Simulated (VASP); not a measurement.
CoH4: single point with PBE

CoH4:

```xyz
5
Lattice="3.2951 0.0000 0.0000 -1.6475 2.8536 0.0000 0.0000 0.0000 3.1236" Properties=species:S:1:pos:R:3 pbc="T T T"
Co    0.0000    0.0000    0.0000
H     1.6475    0.0000    0.0000
H    -0.8238    1.4268    0.0000
H     0.8238    1.4268    0.0000
H     0.0000    0.0000    1.5618
```

```
Program                : VASP 6.6.1
Task                   : single point
Functional             : PBE
Potentials or basis    : VASP PAW PBE potentials, release 64 (Co, H)
Cutoff                 : 520 eV
k mesh                 : 12 × 12 × 12
Occupations            : gaussian, width 0.1 eV
Spin                   : no spin polarisation
Dipole correction      : no
Further INCAR settings : ALGO = Normal; EDIFF = 1e-06; NBANDS = 14
```

The pressure is -0.2 GPa.

Levels at points of the mesh, in eV from the Fermi level:
```
           k point  band 5  band 6  band 7  band 8  band 9  band 10
(0.00, 0.00, 0.00)   -0.42   -0.42    6.36    7.17    7.17     8.23
(0.50, 0.00, 0.00)   -0.83   -0.50   -0.41    1.20    6.10    11.09
(0.00, 0.00, 0.50)   -0.79   -0.79   -0.04    7.54    7.54     9.37
(0.50, 0.00, 0.50)   -1.06   -0.96   -0.74    1.18    1.96     6.79
```

Run time: 33 s on 1 thread of Intel(R) Xeon(R) Platinum 8488C (Sapphire Rapids) (shared host), peak memory 0.19 GiB.

Spin polarisation is off, so any magnetic state and its effect on volume and gap are missing.
